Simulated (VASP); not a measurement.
**ZnO: relaxation of cell and atoms with PBE+D3(BJ)**

ZnO:

```
Zn O
1.0
     3.24940    0.00000    0.00000
    -1.62470    2.81406    0.00000
     0.00000    0.00000    5.20380
Zn O
2 2
Cartesian
  0.0000 1.8760 0.0000
  1.6247 0.9380 2.6019
  0.0000 1.8760 1.9884
  1.6247 0.9380 4.5903
```

```
Program                : VASP 6.6.1
Task                   : relaxation of cell and atoms
Functional             : PBE
Dispersion             : D3(BJ)
Potentials or basis    : VASP PAW PBE potentials, release 64 (Zn, O)
Cutoff                 : 600 eV
k mesh                 : 12 × 12 × 6
Occupations            : gaussian, width 0.02 eV
Spin                   : no spin polarisation
Dipole correction      : no
Further INCAR settings : ALGO = Normal; EDIFF = 1e-07; IBRION = 2; EDIFFG = -0.005; NSW = 100; ISIF = 3
```

* Relaxed volume: 12.13 Å³/atom
* Relaxed cell: a = 3.261 Å, b = 3.261 Å, c = 5.267 Å, α = 90.00°, β = 90.00°, γ = 120.00°
* Space group after relaxing (to 0.1 Å): P6_3mc (No. 186)
* Energy gained by relaxing: 2.2 meV/atom
* Ionic steps: 10
* Pressure after relaxing: 0.0 GPa
* Band gap on the k mesh: 0.75 eV
* Dispersion energy per atom: -0.220 eV

The path:
```tsv
step	energy change (eV)	largest force (eV/Å)	pressure (GPa)	volume (Å³)
1	0.0000	0.0340	2.76	47.58
2	-0.0058	0.0233	-1.38	49.01
3	-0.0079	0.0267	-0.04	48.51
4	-0.0079	0.0269	0.02	48.50
5	-0.0081	0.0241	0.08	48.50
6	-0.0085	0.0155	0.03	48.50
7	-0.0082	0.0036	0.06	48.49
8	-0.0086	0.0098	0.05	48.49
9	-0.0086	0.0116	-0.09	48.54
10	-0.0086	0.0005	0.00	48.52
```

Final structure:
```cif
data_structure
_symmetry_space_group_name_H-M 'P 1'
_symmetry_Int_Tables_number 1
_cell_length_a 3.2613
_cell_length_b 3.2613
_cell_length_c 5.2670
_cell_angle_alpha 90.000
_cell_angle_beta 90.000
_cell_angle_gamma 120.000
_cell_volume 48.52
loop_
_atom_site_label
_atom_site_type_symbol
_atom_site_fract_x
_atom_site_fract_y
_atom_site_fract_z
_atom_site_occupancy
Zn1 Zn 0.33333 0.66667 0.00162 1
Zn2 Zn 0.66667 0.33333 0.50162 1
O1 O 0.33333 0.66667 0.38048 1
O2 O 0.66667 0.33333 0.88048 1
```

Levels at points of the mesh, in eV from the valence-band top:
| k point | band 15 | band 16 | band 17 | band 18 | band 19 | band 20 | band 21 | band 22 |
| --- | --- | --- | --- | --- | --- | --- | --- | --- |
| (0.00, 0.00, 0.00) | -0.77 | -0.08 | 0.00 | 0.00 | 0.75 | 5.16 | 8.12 | 12.82 |
| (0.50, 0.00, 0.00) | -2.77 | -2.20 | -1.26 | -0.81 | 5.69 | 6.84 | 7.54 | 8.38 |
| (0.00, 0.00, 0.50) | -0.38 | -0.38 | -0.38 | -0.38 | 3.40 | 3.40 | 9.98 | 9.98 |
| (0.50, 0.00, 0.50) | -1.46 | -1.46 | -1.35 | -1.35 | 5.67 | 5.67 | 8.32 | 8.32 |

Wall time 8.9 min on 1 thread of Intel(R) Xeon(R) Platinum 8259CL CPU @ 2.50GHz (Skylake/Cascade Lake), with other jobs on the host, peak memory 0.25 GiB.

As with any semilocal functional, this PBE gap is likely too small. Zero-point motion and thermal expansion aren't in these numbers.
